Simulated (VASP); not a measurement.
# Os (P6_3/mmc) in VASP: further runs

Runs on Os. Level: LDA. Tasks: relaxation of cell and atoms, single point.

Everything below comes from runs of VASP 6.6.1. Logs are shortened: lines on timing, memory, paths and dates and some standing lists are left out, and cuts for length are marked.

## Step 1: The cell of the first run

Symmetry: P6_3/mmc, No. 194, hexagonal system. Conventional cell: a = 2.700 Å, b = 2.700 Å, c = 4.409 Å, α = 90.00°, β = 90.00°, γ = 120.00°. Os (site symmetry -6m2) has 12 Os at 2.70 Å within 3.6 Å.

## Step 2: Relaxation of cell and atoms, LDA, target pressure 20 GPa, at which the enthalpy is minimised

Contents of INCAR:

```
ALGO = Normal
EDIFF = 1E-6
EDIFFG = -0.02
ENCUT = 600
IBRION = 2
ISIF = 3
ISMEAR = -1
LASPH = True
LCHARG = False
LREAL = False
LWAVE = False
NELM = 60
NSW = 80
PREC = Accurate
PSTRESS = 200.0
SIGMA = 0.05
```

Contents of KPOINTS:

```
k-points
0
Gamma
  9 9 5
```

Contents of POSCAR:

```
Os
1.0
    2.7000000000      0.0000000000      0.0000000000
   -1.3500000000      2.3382685902      0.0000000000
    0.0000000000      0.0000000000      4.4091000000
Os
2
Direct
    0.3333333333      0.6666666667      0.2500000000
    0.6666666667      0.3333333333      0.7500000000
```

Potentials or basis: VASP PAW LDA potentials, release 64 (Os).

Command:

```sh
> cat potpaw_LDA.64/Os/POTCAR > POTCAR
> mpirun -np 1 vasp_std > vasp.out
```

OUTCAR:

```text
EDIFF = 1E-6
   EDIFFG = -0.02
   ENCUT = 600
   IBRION = 2
   ISIF = 3
   ISMEAR = -1
   LASPH = True
   LREAL = False
   NELM = 60
   NSW = 80
   PREC = Accurate
   PSTRESS = 200.0

 ion  position               nearest neighbor table
   1  0.333  0.667  0.250-   2 2.70   2 2.70   2 2.70   2 2.70   2 2.70   2 2.70
   2  0.667  0.333  0.750-   1 2.70   1 2.70   1 2.70   1 2.70   1 2.70   1 2.70

  LATTYP: Found a hexagonal cell.
 ALAT       =     2.7000000000
 C/A-ratio  =     1.6330000000

  Lattice vectors:

 A1 = (   2.7000000000,   0.0000000000,   0.0000000000)
 A2 = (  -1.3500000000,   2.3382685902,   0.0000000000)
 A3 = (   0.0000000000,   0.0000000000,   4.4091000000)

Analysis of symmetry for initial positions (statically):
=====================================================================
 Subroutine PRICEL returns:
 Original cell was already a primitive cell.

 Routine SETGRP: Setting up the symmetry group for a
 hexagonal supercell.

 Subroutine GETGRP returns: Found 24 space group operations
 (whereof 12 operations were pure point group operations)
 out of a pool of 24 trial point group operations.

The static configuration has the point symmetry D_3d.
 The point group associated with its full space group is D_6h.

Analysis of symmetry for dynamics (positions and initial velocities):
=====================================================================
 Subroutine PRICEL returns:
 Original cell was already a primitive cell.

 Routine SETGRP: Setting up the symmetry group for a
 hexagonal supercell.

 Subroutine GETGRP returns: Found 24 space group operations
 (whereof 12 operations were pure point group operations)
 out of a pool of 24 trial point group operations.

The dynamic configuration has the point symmetry D_3d.
 The point group associated with its full space group is D_6h.

 Subroutine INISYM returns: Found 24 space group operations
 (whereof 12 operations are pure point group operations),
 and found     1 'primitive' translations

----------------------------------------------------------------------------------------

                                     Primitive cell

  volume of cell :      27.8361

  direct lattice vectors                    reciprocal lattice vectors
     2.700000000  0.000000000  0.000000000     0.370370370  0.213833433  0.000000000
    -1.350000000  2.338268590  0.000000000     0.000000000  0.427666866  0.000000000
     0.000000000  0.000000000  4.409100000     0.000000000  0.000000000  0.226803656

  length of vectors
     2.700000000  2.700000000  4.409100000     0.427666866  0.427666866  0.226803656

  position of ions in fractional coordinates (direct lattice)
     0.333333333  0.666666667  0.250000000
     0.666666667  0.333333333  0.750000000

  ion indices of the primitive-cell ions
   primitive index   ion index
                 1           1
                 2           2

----------------------------------------------------------------------------------------

 KPOINTS: k-points

Automatic generation of k-mesh.
 Grid dimensions read from file:
 generate k-points for:    9    9    5

 Generating k-lattice:

  Cartesian coordinates                     Fractional coordinates (reciprocal lattice)
     0.041152263  0.023759270  0.000000000     0.111111111  0.000000000  0.000000000
     0.000000000  0.047518541  0.000000000     0.000000000  0.111111111  0.000000000
     0.000000000  0.000000000  0.045360731     0.000000000  0.000000000  0.200000000

  Length of vectors
     0.047518541  0.047518541  0.045360731

  Shift w.r.t. Gamma in fractional coordinates (k-lattice)
     0.000000000  0.000000000  0.000000000

 Subroutine IBZKPT returns following result:
 ===========================================

 Found     36 irreducible k-points:

 Following reciprocal coordinates:
            Coordinates               Weight
  0.000000  0.000000  0.000000      1.000000
  0.111111  0.000000  0.000000      6.000000
  0.222222 -0.000000  0.000000      6.000000
  0.333333 -0.000000  0.000000      6.000000
  0.444444 -0.000000  0.000000      6.000000
  0.111111  0.111111  0.000000      6.000000
[... 16 lines left out ...]
  0.333333  0.222222  0.200000     24.000000
  0.333333  0.333333  0.200000      4.000000
 [... further k-points ...]
   k-points           NKPTS =     36   k-points in BZ     NKDIM =     36   number of bands    NBANDS=     12
   number of dos      NEDOS =    301   number of ions     NIONS =      2
   total plane-waves  NPLWV =  20736
   dimension x,y,z NGX =    24 NGY =   24 NGZ =   36
   dimension x,y,z NGXF=    48 NGYF=   48 NGZF=   72
   ions per type =               2
   NGX,Y,Z   is equivalent  to a cutoff of  14.78, 14.78, 13.57 a.u.
   NGXF,Y,Z  is equivalent  to a cutoff of  29.55, 29.55, 27.15 a.u.
 SYSTEM =  unknown system
   PREC   = accura    normal or accurate (medium, high low for compatibility)
   ISTART =      0    job   : 0-new  1-cont  2-samecut
   ICHARG =      2    charge: 1-file 2-atom 10-const
   ISPIN  =      1    spin polarized calculation?
   LNONCOLLINEAR =      F non collinear calculations
   LSORBIT =      F    spin-orbit coupling
   LASPH  =      T    aspherical Exc in radial PAW
   ENCUT  =  600.0 eV  44.10 Ry    6.64 a.u.   5.39  5.39  8.81*2*pi/ulx,y,z
   NELM   =     60;   NELMIN=  2; NELMDL= -5     # of ELM steps
   EDIFF  = 0.1E-05   stopping-criterion for ELM
   LREAL  =      F    real-space projection
   EDIFFG = -.2E-01   stopping-criterion for IOM
   NSW    =     80    number of steps for IOM
   IBRION =      2    ionic relax: 0-MD 1-quasi-New 2-CG
   NFREE  =      1    steps in history (QN), initial steepest desc. (CG)
   ISIF   =      3    stress and relaxation
   ISYM   =      2    0-nonsym 1-usesym 2-fastsym
   POTIM  = 0.5000    time-step for ionic-motion
   TEBEG  =    0.0;   TEEND  =   0.0 temperature during run
   PSTRESS=  200.0 pullay stress
   NELECT =      16.0000    total number of electrons
   NUPDOWN=      -1.0000    fix difference up-down
   EMIN   =  10.00;   EMAX   =-10.00  energy-range for DOS
   EFERMI =   0.00;   METHOD = LEGACY
   ISMEAR =    -1;   SIGMA  =   0.05  broadening in eV -4-tet -1-fermi 0-gaus
   EFERMI_NEDOS =   21; number of points for ismear=-14 and -15
   IALGO  =     38    algorithm
   IMIX   =      4    mixing-type and parameters
     AMIX     =   0.40;   BMIX     =  1.00
     AMIX_MAG =   1.60;   BMIX_MAG =  1.00
  volume/ion in A,a.u.               =      13.92        93.92
  Fermi-wavevector in a.u.,A,eV,Ry     =   1.361169  2.572237 25.208625  1.852782
  Thomas-Fermi vector in A             =   2.487768
   LORBIT       =      0    0 simple, 1 ext, 2 COOP (PROOUT), +10 PAW based schemes
   GGA     = CA    functional components
   LHFCALC =     F    Hartree Fock is set to
   AEXX    =    0.0000 exact exchange contribution
   IVDW    =     0    specifies the selected vdW correction
   LEPSILON=     F    determine dielectric tensor
   LRPA    =     F    only Hartree local field effects (RPA)
 conjugate gradient relaxation of ions
 non-spin polarized calculation
  energy-cutoff  :      600.00
  volume of cell :       27.84
 maximum number of plane-waves:       948
 NGX is ok and might be reduce to    24
   NGX = 11   NGY = 11   NGZ = 17

--------------------------------------- Ionic step        1  -------------------------------------------

 number of electron      16.0000000 magnetization

 Free energy of the ion-electron system (eV)
  ---------------------------------------------------
  ext. energy  EPLUGINS =         0.00000000
  ---------------------------------------------------
  free energy    TOTEN  =       -25.29433417 eV

  energy without entropy =      -25.28484940  energy(sigma->0) =      -25.28959179

 E-fermi :   9.6881     XC(G=0): -14.2080

 val. band max:        9.6839319955   @ k =   0.2222  -0.0000   0.4000
 cond. band min:       9.7039704586   @ k =   0.1111   0.0000   0.4000
 fundamental gap:      0.0200384631
 Fermi energy:         9.6880963450

 k-point     1 :       0.0000    0.0000    0.0000
  band No.  band energies     occupation
      1      -1.4471      2.00000
      2       1.6066      2.00000
      3       6.2539      2.00000
      4       6.4243      2.00000
      5       6.4243      2.00000
      6       7.1784      2.00000
      7       7.1784      2.00000
      8       8.2018      2.00000
      9       8.2018      2.00000
     10       9.2418      1.99973
     11      11.1849      0.00000
     12      11.1849      0.00000
[... 331 lines left out ...]
 k-point    24 :       0.3333    0.3333    0.2000
  band No.  band energies     occupation
      1       3.3419      2.00000
      2       4.0101      2.00000
      3       4.0101      2.00000
      4       4.9478      2.00000
      5       5.9820      2.00000
      6       5.9820      2.00000
      7       7.8649      2.00000
      8      10.0825      0.00075
      9      10.9816      0.00000
     10      10.9816      0.00000
     11      15.7100      0.00000
     12      15.7100      0.00000

 [... further k-points ...]
[... 5 lines left out ...]
  --------------------------------------------------------------------------------------
  -------------------------------------------------------------------------------------
  Total        0.2158300      0.2158300     -3.6282695     -0.0000000     -0.0000000      0.0000000
  in kB       12.4226513     12.4226513   -208.8343866     -0.0000000     -0.0000000      0.0000000
  external PRESSURE =    -261.3296947 kB  Pullay stress =     200.0000000 kB
[... 97 lines left out ...]
  energy  without entropy=      -25.2768838504  energy(sigma->0) =      -25.28107594

  enthalpy is  TOTEN    =       -21.9713631640 eV   P V=        3.3139048563

[... ionic steps 4 to 7 ...]

--------------------------------------- Ionic step        8  -------------------------------------------

 number of electron      16.0000000 magnetization

------------------------ aborting loop because EDIFF is reached ----------------------------------------
[... 71 lines left out ...]
--------------------------------------- Ionic step       10  -------------------------------------------

 number of electron      16.0000000 magnetization

 Free energy of the ion-electron system (eV)
  ---------------------------------------------------
  ext. energy  EPLUGINS =         0.00000000
  ---------------------------------------------------
  free energy    TOTEN  =       -25.27829960 eV

  energy without entropy =      -25.26972873  energy(sigma->0) =      -25.27401417

 E-fermi :  10.5465     XC(G=0): -14.5130

 val. band max:       10.5300541818   @ k =   0.1111   0.1111   0.4000
 cond. band min:      10.5602555901   @ k =   0.2222  -0.0000   0.4000
 fundamental gap:      0.0302014083
 Fermi energy:        10.5464548098

 k-point     1 :       0.0000    0.0000    0.0000
  band No.  band energies     occupation
      1      -1.0786      2.00000
      2       1.9784      2.00000
      3       6.9755      2.00000
      4       6.9755      2.00000
      5       7.2218      2.00000
      6       7.8917      2.00000
      7       7.8917      2.00000
      8       8.6557      2.00000
      9       8.6557      2.00000
     10      10.4616      1.69006
     11      12.1708      0.00000
     12      12.1708      0.00000
[... 331 lines left out ...]
 k-point    24 :       0.3333    0.3333    0.2000
  band No.  band energies     occupation
      1       3.6057      2.00000
      2       4.3988      2.00000
      3       4.3988      2.00000
      4       5.4206      2.00000
      5       6.6298      2.00000
      6       6.6298      2.00000
      7       8.7305      2.00000
      8      11.2169      0.00000
      9      12.0657      0.00000
     10      12.0657      0.00000
     11      16.7367      0.00000
     12      16.7367      0.00000

 [... further k-points ...]
[... 5 lines left out ...]
  --------------------------------------------------------------------------------------
  -------------------------------------------------------------------------------------
  Total        3.3082778      3.3082778      3.2753758     -0.0000000     -0.0000000      0.0000000
  in kB      200.9624778    200.9624778    198.9638345     -0.0000000     -0.0000000      0.0000000
  external PRESSURE =       0.2962633 kB  Pullay stress =     200.0000000 kB
[... 21 lines left out ...]
  energy  without entropy=      -25.2697287308  energy(sigma->0) =      -25.27401417

  enthalpy is  TOTEN    =       -21.9858663108 eV   P V=        3.2924332915

 reached required accuracy - stopping structural energy minimisation
```

It took 2.3 min on 1 thread of AMD EPYC 7R13, shared host; peak memory 0.12 GiB.

Results:

```yaml
Free_energy: -25.2783 eV
Relaxed_volume: 13.19 Å³/atom
Relaxed_cell: a = 2.679 Å, b = 2.679 Å, c = 4.245 Å, α = 90.00°, β = 90.00°, γ = 120.00°
Space_group_after_relaxing_to_0.05_Å: P6_3/mmc (No. 194)
Energy_change_on_relaxing_the_enthalpy_is_what_falls: +8.0 meV/atom
Ionic_steps: 10
Pressure_after_relaxing: 20.0 GPa
Band_gap_on_the_k_mesh: zero (band 8 reaches 12.56 eV, above the bottom of band 9 at 8.34 eV)
```

Step by step:
| step | energy change (eV) | largest force (eV/Å) | pressure (GPa) | volume (Å³) |
| --- | --- | --- | --- | --- |
| 1 | 0.0000 | 0.0000 | -6.13 | 27.84 |
| 2 | 6.5599 | 0.0000 | 349.90 | 19.58 |
| 3 | 0.0091 | 0.0000 | 16.35 | 26.55 |
| 4 | 0.0262 | 0.0000 | 19.93 | 26.37 |
| 5 | 0.0384 | 0.0000 | 22.13 | 26.27 |
| 6 | 0.0253 | 0.0000 | 17.59 | 26.54 |
| 7 | 0.0173 | 0.0000 | 20.25 | 26.37 |
| 8 | 0.0175 | 0.0000 | 20.28 | 26.36 |
| 9 | 0.0105 | 0.0000 | 19.07 | 26.42 |
| 10 | 0.0160 | 0.0000 | 20.03 | 26.38 |

Final structure:
```
Os
1.0
     2.67853    0.00000    0.00000
    -1.33926    2.31967    0.00000
     0.00000    0.00000    4.24497
Os
2
Direct
  0.33333 0.66667 0.25000
  0.66667 0.33333 0.75000
```

Caveat: the cell is relaxed towards a set pressure, so the enthalpy falls and the energy may rise; spin-orbit coupling is left out, which moves the levels of the heavy elements.

## Step 3: Single point, LDA

This run uses another cell than the first one, of 13.69 Å³/atom, 0.983 times its volume.

Contents of INCAR:

```
  ALGO = Normal
  EDIFF = 1E-6
  ENCUT = 500
  GGA_COMPAT = False
  ISIF = 2
  ISMEAR = -1
  LASPH = True
  LCHARG = False
  LREAL = False
  LWAVE = False
  NBANDS = 23
  NELM = 120
  PREC = Accurate
  SIGMA = 0.05
```

KPOINTS is that of step 2.

Contents of POSCAR:

```
Os
1.0
    2.7132888345      0.0000000000      0.0000000000
   -1.3566444173      2.3497770585      0.0000000000
    0.0000000000      0.0000000000      4.2933268075
Os
2
Direct
    0.3333333333      0.6666666667      0.2500000000
    0.6666666667      0.3333333333      0.7500000000
```

Potentials or basis: VASP PAW LDA potentials, release 64 (Os_sv_GW).

Command:

```sh
> cat potpaw_LDA.64/Os_sv_GW/POTCAR > POTCAR
> mpirun -np 1 vasp_std > vasp.out
```

It took 18 s on 1 thread of Intel Xeon Platinum 8488C (Sapphire Rapids), shared host; peak memory 0.14 GiB.

The run converged. Its results:

- Free energy: -27.6428 eV
- Pressure: -0.7 GPa
- Band gap on the k mesh: zero (band 16 reaches 16.07 eV, above the bottom of band 17 at 12.08 eV)

Stress tensor (GPa, compression positive):
```
-0.73  0.00  0.00
 0.00 -0.73  0.00
 0.00  0.00 -0.55
```

Levels at points of the mesh, in eV from the Fermi level:
```csv
k point,band 14,band 15,band 16,band 17,band 18,band 19
"(0.00, 0.00, 0.00)",-2.51,-2.51,-1.80,-1.80,-0.08,1.55
```

Caveat: spin-orbit coupling is left out, which moves the levels of the heavy elements.
